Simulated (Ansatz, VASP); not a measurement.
## One calculation of PtS2, two programs

```
Pt S
1.0
     3.58254    0.00000    0.00000
    -1.79127    3.10257    0.00000
     0.00000    0.00000    4.67131
Pt S
1 2
Cartesian
  0.0000 0.0000 0.0000
  1.7913 1.0342 3.4647
  0.0000 2.0684 1.2066
```

Alike in both runs: task relaxation of cell and atoms; functional PBE; dispersion D3(BJ); k mesh 12 × 12 × 8; occupations gaussian, width 0.01 eV; no spin polarisation.

```csv
,VASP,Ansatz
version,VASP 6.6.1,Ansatz 0.2.0
potentials or method,"VASP PAW PBE potentials, release 64 (Pt, S), cutoff 600 eV","scalar-relativistic, plane waves, PAW"
valence electrons in the cell,22,30
```

VASP gave:

```
gap on the k mesh at the Fermi level, each at its own relaxed structure (eV) : 0.09
relaxed volume (Å³/atom)                                                     : 17.27
relaxed cell length with the largest relative difference (Å)                 : 3.579
```

Question: What did Ansatz give for the same quantities?

Answer: gap on the k mesh at the Fermi level, each at its own relaxed structure (eV): 0.07; relaxed volume (Å³/atom): 17.31; relaxed cell length with the largest relative difference (Å): 3.583.

VASP's potentials hold 22 valence electrons a cell and Ansatz's 30, so a difference there can come from the potentials and not from the codes.

Neither program's run includes spin-orbit coupling.
